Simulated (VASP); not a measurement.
BaIn2Pt, 8 atoms in the cell. The structure is orthorhombic, space group Cmcm (No. 63). Conventional cell: a = 4.527 Å, b = 12.005 Å, c = 8.073 Å, α = 90.00°, β = 90.00°, γ = 90.00°. Ba (site symmetry m2m) has 3 Pt at 3.30 to 3.53 Å and 10 In at 3.65 to 3.79 Å and 2 Ba at 4.21 Å within 4.3 Å. In (site symmetry m) has 3 Pt at 2.79 to 2.83 Å and 3 In at 3.11 to 3.14 Å and 5 Ba at 3.65 to 3.79 Å within 3.8 Å. Within 3.7 Å of Pt (site symmetry m2m) lie 6 In at 2.79 to 2.83 Å and 3 Ba at 3.30 to 3.53 Å. 

* Program: VASP 6.6.1
* Task: single point
* Functional: r2SCAN
* Potentials or basis: VASP PAW PBE potentials, release 64 (Ba_sv, In_d, Pt)
* Cutoff: 550 eV
* k mesh: 4 × 4 × 2
* Occupations: gaussian, width 0.1 eV
* Spin: no spin polarisation
* Dipole correction: no
* Further INCAR settings: ALGO = Normal; EDIFF = 1e-06; NBANDS = 56

Potentials or basis: VASP PAW PBE potentials, release 64 (Ba_sv, In_d, Pt).

Command:

```console
$ cat potpaw_PBE.64/Ba_sv/POTCAR potpaw_PBE.64/In_d/POTCAR potpaw_PBE.64/Pt/POTCAR > POTCAR
$ cp INCAR.step1 INCAR
$ mpirun -np 1 vasp_std > vasp.out
$ cp INCAR.step2 INCAR
$ mpirun -np 1 vasp_std > vasp.out
```

Hardware: 1 thread of Intel Xeon 8259CL, with other jobs on the host.

Problem. How long does it take, and how much memory?

Solution. Wall time 38 min on 1 thread of Intel Xeon 8259CL (shared host), peak memory 0.53 GiB. Counts: k points 14.
